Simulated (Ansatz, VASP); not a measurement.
## Two plane-wave programs on Y

The input INCAR:

```
SYSTEM = Y
ALGO = Normal
EDIFF = 1E-6
ENCUT = 520
GGA = RE
ISIF = 2
ISMEAR = -1
LASPH = .True.
LCHARG = .False.
LREAL = .False.
LWAVE = .False.
NBANDS = 30
NELM = 80
PREC = Accurate
SIGMA = 0.1
```

The input KPOINTS:

```
k-points
0
Gamma
  11 11 3
  0 0 0
```

Contents of POSCAR:

```
Y
1.0
    3.7842334963      0.0000000000      0.0000000000
   -1.8921167482      3.2772423417      0.0000000000
    0.0000000000      0.0000000000     12.1399317579
Y
4
Direct
    1.0000000000      0.0000000000      1.0000000000
    1.0000000000      1.0000000000      0.5000000000
    0.3333333333      0.6666666667      0.2500000000
    0.6666666667      0.3333333333      0.7500000000
```

Input for Ansatz:

```yaml
crystal:
  lattice:
    - [3.7842334963, 0.0, 0.0]
    - [-1.8921167482, 3.2772423417, 0.0]
    - [0.0, 0.0, 12.1399317579]
  atoms:
    - { symbol: "Y", position: [1.0, 0.0, 1.0] }
    - { symbol: "Y", position: [1.0, 1.0, 0.5] }
    - { symbol: "Y", position: [0.3333333333, 0.6666666667, 0.25] }
    - { symbol: "Y", position: [0.6666666667, 0.3333333333, 0.75] }
hamiltonian:
  xc: revpbe
  pseudopotentials:
    kind: paw
    azcp:
      "Y": "pseudopotentials/Y.paw.azcp"
basis:
  ecutwfc: 420
  fft_grid_basis: typed
kpoints:
  mp_grid: { grid: [11, 11, 3], shift: [0, 0, 0] }
magnetization:
  spin_polarized: false
scf:
  occupations: { method: fermi_dirac, width: 0.1 }
  lower_state_search: "off"
output:
  stress: true
  write_density: true
  write_potential: true
  elf: true
  volumetric_format: npy
```

Alike in both runs: task single point; functional revPBE; k mesh 11 × 11 × 3; occupations fermi-dirac, width 0.1 eV; no spin polarisation.

|  | VASP | Ansatz |
| --- | --- | --- |
| version | VASP 6.6.1 | Ansatz 0.2.0 |
| potentials or method | VASP PAW PBE potentials, release 64 (Y_sv), cutoff 520 eV | plane waves (420 eV) with PAW, scalar-relativistic |
| valence electrons in the cell | 44 | 44 |

```tsv
	VASP	Ansatz	Ansatz less VASP
pressure (GPa)	-3.5	-3.5	+0.06
traceless stress, the component that is largest in VASP (GPa)	-0.06	-0.06	0.000
```

VASP's potentials were made for PBE, not for revPBE. With one functional, cell and mesh, what is left measures potentials, basis and numerics.
